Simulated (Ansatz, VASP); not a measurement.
**One calculation of MgC2, two programs**

```
Mg C
1.0
     3.95078    0.00000    0.00000
     0.00000    3.95078    0.00000
     0.00000    0.00000    5.08683
Mg C
2 4
Direct
  0.00000 0.00000 0.50000
  0.50000 0.50000 0.00000
  0.38766 0.61235 0.50000
  0.11235 0.11235 0.00000
  0.61235 0.38766 0.50000
  0.88765 0.88765 0.00000
```

Alike in both runs: task single point; functional PBE; k mesh 5 × 5 × 5; occupations fermi-dirac, width 0.05 eV; no spin polarisation.

```csv
,VASP,Ansatz
version,VASP 6.6.1,Ansatz 0.2.0
potentials or method,"VASP PAW PBE potentials, release 64 (Mg, C)",Ansatz PAW
plane-wave cutoff (eV),520,420
valence electrons in the cell,20,36
```

Ansatz gave:

- gap on the k mesh at the Fermi level (eV): 2.75
- least direct gap on the mesh (eV): 3.04
- pressure (GPa): -1.3
- traceless stress, the component that is largest in VASP (GPa): -0.49
- rms of the force components (eV/Å): 0.035

**Question.** Which values does VASP return?

**Answer.** gap on the k mesh at the Fermi level (eV): 2.75; least direct gap on the mesh (eV): 3.04; pressure (GPa): -1.4; traceless stress, the component that is largest in VASP (GPa): -0.67; rms of the force components (eV/Å): 0.026.

Atom by atom the forces differ by 0.061 eV/Å (rms over components). With one functional, cell and mesh, what is left measures potentials, basis and numerics. VASP's potentials hold 20 valence electrons a cell and Ansatz's 36, so a difference there can come from the potentials and not from the codes.

Noted on Ansatz's run: odd divisions of the mesh miss points on the zone boundary, where band edges often lie, so the gap on the mesh can be too wide.
